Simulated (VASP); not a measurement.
Here is a VASP 6.6.1 calculation.

File INCAR:

```
  PREC = Accurate
  ENCUT = 520
  EDIFF = 1E-6
  ISMEAR = 0
  SIGMA = 0.15
  LREAL = F
  LASPH = T
  NELM = 80
  ALGO = Fast
  ISIF = 2
  LWAVE = F
  LCHARG = F
  GGA = PE
  NBANDS = 16
```

Contents of KPOINTS:

```
Automatic mesh
0
Gamma
  18 18 12
```

File POSCAR:

```
Ir
1.0
    2.9714881261      0.0000000000      0.0000000000
   -1.4857440631      2.5733842043      0.0000000000
    0.0000000000      0.0000000000      4.1053068000
Ir
2
Direct
    0.6666666667      0.3333333333      0.7500000000
    0.3333333333      0.6666666667      0.2500000000
```

Potentials or basis: VASP PAW PBE potentials, release 64 (Ir).

The run is started by

```console
$ cat potpaw_PBE.64/Ir/POTCAR > POTCAR
$ mpirun -np 1 vasp_std > vasp.out
```

Estimate the pressure.

-12.8 GPa.

Predict the band gap on the k mesh.

zero (band 9 reaches 9.34 eV, above the bottom of band 10 at 7.35 eV).

Stress tensor (GPa, compression positive):
```
-22.68   0.00   0.00
  0.00 -22.68   0.00
  0.00   0.00   6.83
```

Caveat: the cell differs from its parent crystal (strain +0.080 along x and y, -0.080 along z); spin-orbit coupling is left out, which moves the levels of the heavy elements.
